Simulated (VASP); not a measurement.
Write the native input for VASP 6.6.1 that does the following.

- Task: single point
- Functional: LDA
- Potentials or basis: VASP PAW LDA potentials, release 64 (Ag, Cl)
- Cutoff: 520 eV
- k mesh: 6 × 6 × 4
- Occupations: fermi-dirac, width 0.02 eV
- Spin: no spin polarisation
- Dipole correction: no
- Further INCAR settings: ALGO = Normal; EDIFF = 1e-06; NBANDS = 26

The structure of AgCl lies in POSCAR:

```
AgCl
1.0
    4.3541462255      0.0000000000      0.0000000000
   -2.1770731128      3.7708012431      0.0000000000
    0.0000000000      0.0000000000      5.5388313286
Ag Cl
2 2
Direct
    0.3333333333      0.6666666667      0.2500000000
    0.6666666667      0.3333333333      0.7500000000
    0.6666666667      0.3333333333      0.2500000000
    0.3333333333      0.6666666667      0.7500000000
```

The input as run:

INCAR

```
SYSTEM = AgCl
PREC = Accurate
ENCUT = 520
EDIFF = 1E-6
ISMEAR = -1
SIGMA = 0.02
LREAL = .False.
LASPH = .True.
NELM = 80
ALGO = Normal
ISIF = 2
LWAVE = .False.
LCHARG = .False.
NBANDS = 26
```

KPOINTS

```
Automatic mesh
0
Gamma
  6 6 4
  0 0 0
```

Potentials or basis: VASP PAW LDA potentials, release 64 (Ag, Cl).

Command:

```sh
$ cat potpaw_LDA.64/Ag/POTCAR potpaw_LDA.64/Cl/POTCAR > POTCAR
$ mpirun -np 1 vasp_std > vasp.out
```

Results of the run:

```yaml
Pressure: 0.0 GPa
Band_gap_on_the_k_mesh: 1.05 eV, indirect (least direct gap 1.06 eV)
```

It took 35 s on 1 thread of Oxide Virtual Turin-like Processor, with other jobs on the host, peak memory 0.16 GiB.
